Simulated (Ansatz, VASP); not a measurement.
Cu3AgIr2Pd4Pt2 in VASP and in Ansatz

```
Cu Pd Ag Ir Pt
1.0
    -3.85471   -3.85471    0.00000
    -0.02657    3.88128    3.93096
    -3.87128    3.87128   -3.89423
Cu Pd Ag Ir Pt
3 4 1 2 2
Direct
  0.99320 0.98410 0.99538
  0.51110 0.50341 0.99464
  0.99461 0.50342 0.99464
  0.83889 0.17209 0.67711
  0.33550 0.17209 0.67711
  0.66729 0.83155 0.33450
  0.16656 0.83155 0.33450
  0.16696 0.33163 0.31625
  0.83285 0.66341 0.65719
  0.33879 0.67529 0.68724
  0.49753 0.99277 0.00763
  0.67035 0.33841 0.32229
```

Alike in both runs: functional PBE; k mesh 4 × 4 × 3; occupations gaussian, width 0.1 eV; no spin polarisation.

Ansatz relaxed the structure, and its values are those at the end. VASP's run is a single point on that final structure, the one shown.

|  | VASP | Ansatz |
| --- | --- | --- |
| version | VASP 6.6.1 | Ansatz 0.2.0 |
| potentials or method | VASP PAW PBE potentials, release 64 (Cu, Pd, Ag, Ir, Pt), cutoff 600 eV | scalar-relativistic, plane waves, PAW |
| valence electrons in the cell | 122 | 218 |

|  | VASP | Ansatz | Ansatz less VASP |
| --- | --- | --- | --- |
| gap on the k mesh at the Fermi level (eV) | none | none | - |
| pressure (GPa) | 0.0 | 0.1 | +0.10 |
| rms of the force components (eV/Å) | 0.011 | 0.007 | -0.0042 |

A gap of «none» marks a metal or a gap that the smearing closes. The functional is the same, so the differences come from potentials, cutoffs and numerics. VASP's potentials hold 122 valence electrons a cell and Ansatz's 218, so a difference there can come from the potentials and not from the codes.

Neither program's run includes spin-orbit coupling.
